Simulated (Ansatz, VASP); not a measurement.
## One calculation of ReBi, two programs

The input INCAR:

```
PREC = Accurate
ENCUT = 520
EDIFF = 1E-6
ISMEAR = -1
SIGMA = 0.05
LREAL = False
LASPH = True
NELM = 80
ALGO = Normal
ISIF = 2
LWAVE = False
LCHARG = False
GGA = PE
NBANDS = 18
```

File KPOINTS:

```
regular mesh
0
Gamma
  11 11 11
```

Contents of POSCAR:

```
ReBi
1.0
    2.6952071349      0.0000000000      0.0000000000
    0.0000000000      2.6952071349      0.0000000000
    0.0000000000      0.0000000000      2.6952071349
Re Bi
1 1
Direct
    0.0000000000      0.0000000000      0.0000000000
    0.5000000000      0.5000000000      0.5000000000
```

Input for Ansatz:

```yaml
crystal:
  lattice:
    - [2.6952071349, 0.0, 0.0]
    - [0.0, 2.6952071349, 0.0]
    - [0.0, 0.0, 2.6952071349]
  atoms:
    - { symbol: Re, position: [0.0, 0.0, 0.0] }
    - { symbol: Bi, position: [0.5, 0.5, 0.5] }
kpoints:
  mp_grid: { grid: [11, 11, 11] }
scf:
  occupations: { method: fermi_dirac, width: 0.05 }
hamiltonian:
  xc: pbe
  pseudopotentials: { kind: paw }
output:
  forces: true
  stress: true
  eigenvalues: true
  populations: true
```

Change from the starting cell: volume scaled by 0.5, PAW files.

Alike in both runs: task single point; functional PBE; k mesh 11 × 11 × 11; occupations fermi-dirac, width 0.05 eV; no spin polarisation.

|  | VASP | Ansatz |
| --- | --- | --- |
| version | VASP 6.6.1 | Ansatz 0.2.0 |
| potentials or method | VASP PAW PBE potentials, release 64 (Re, Bi_d) | PAW with Ansatz's default frozen-core files, scalar-relativistic |
| plane-wave cutoff (eV) | 520 | 420 |
| valence electrons in the cell | 22 | 30 |

|  | VASP | Ansatz | Ansatz less VASP |
| --- | --- | --- | --- |
| pressure (GPa) | 599.1 | 572.4 | -26.66 |

Both programs put the cell under a high pressure, so it lies far from rest at this level. VASP's potentials hold 22 valence electrons a cell and Ansatz's 30, so a difference there can come from the potentials and not from the codes.

Spin-orbit coupling is off throughout. Noted on VASP's run: the cell as given lies far from equilibrium.
